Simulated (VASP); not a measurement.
Set up this calculation in VASP 6.6.1, as the native input.

```yaml
Task: single point
Functional: PBE
Potentials_or_basis: VASP PAW PBE potentials, release 64 (Te, Sc_sv)
Cutoff: 520 eV
k_mesh: 5 × 5 × 5
Occupations: fermi-dirac, width 0.05 eV
Spin: no spin polarisation
Dipole_correction: no
Further_INCAR_settings: ALGO = Fast; EDIFF = 1e-06; NBANDS = 49
```

The structure of Sc3Te lies in POSCAR:

```
Sc3Te
1.0
    6.4038317736      0.0000000000      0.0000000000
   -3.2019158869      5.5458809975      0.0000000000
    0.0000000000      0.0000000000      5.1381677136
Te Sc
2 6
Direct
    0.3333333333      0.6666666667      0.7500000000
    0.6666666667      0.3333333333      0.2500000000
    0.1671465050      0.3342930100      0.2500000000
    0.1671465050      0.8328534950      0.2500000000
    0.6657069900      0.8328534950      0.2500000000
    0.8328534950      0.6657069900      0.7500000000
    0.8328534950      0.1671465050      0.7500000000
    0.3342930100      0.1671465050      0.7500000000
```

The input as run:

INCAR

```
SYSTEM = Sc3Te
PREC = Accurate
ENCUT = 520
EDIFF = 1E-6
ISMEAR = -1
SIGMA = 0.05
LREAL = .False.
LASPH = .True.
NELM = 100
ALGO = Fast
ISIF = 2
LWAVE = .False.
LCHARG = .True.
GGA = PE
LELF = .True.
LVHAR = .True.
NBANDS = 49
```

KPOINTS

```
Automatic mesh
0
Gamma
  5 5 5
  0 0 0
```

Potentials or basis: VASP PAW PBE potentials, release 64 (Te, Sc_sv).

Launch:

```bash
$ cat potpaw_PBE.64/Te/POTCAR potpaw_PBE.64/Sc_sv/POTCAR > POTCAR
$ mpirun -np 1 vasp_std > vasp.out
```

It gave:

- Pressure: -0.9 GPa
- Largest force: 0.040 eV/Å
- Band gap on the k mesh: zero (band 39 reaches 6.60 eV, above the bottom of band 40 at 5.96 eV)

Caveat: spin-orbit coupling is left out, which moves the levels of the heavy elements.

Wall time 2.5 min on 1 thread of Intel(R) Xeon(R) 6975P-C (Granite Rapids), with other jobs on the host, peak memory 0.35 GiB.
